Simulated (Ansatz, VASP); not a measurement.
**Si2W in VASP and in Ansatz**

```
CELL_PARAMETERS angstrom
-1.61452 1.61452 3.93706
1.61452 -1.61452 3.93706
1.61452 1.61452 -3.93706
ATOMIC_POSITIONS crystal
Si 0.33443 0.33443 0.00000
Si 0.66557 0.66557 0.00000
W 0.00000 0.00000 0.00000
```

Alike in both runs: functional PBE; k mesh 18 × 18 × 18; occupations fermi-dirac, width 0.15 eV; no spin polarisation.

Ansatz relaxed the structure, and its values are those at the end. VASP's run is a single point on that final structure, the one shown.

|  | VASP | Ansatz |
| --- | --- | --- |
| version | VASP 6.6.1 | Ansatz 0.2.0 |
| potentials or method | VASP PAW PBE potentials, release 64 (Si, W_sv) | scalar-relativistic, plane waves, norm-conserving pseudopotentials |
| plane-wave cutoff (eV) | 500 | 1007 |
| valence electrons in the cell | 22 | 22 |

```csv
,VASP,Ansatz,Ansatz less VASP
gap on the k mesh at the Fermi level (eV),none,none,-
pressure (GPa),0.0,0.0,+0.01
```

A gap of «none» marks a metal or a gap that the smearing closes.

Spin-orbit coupling is off throughout.
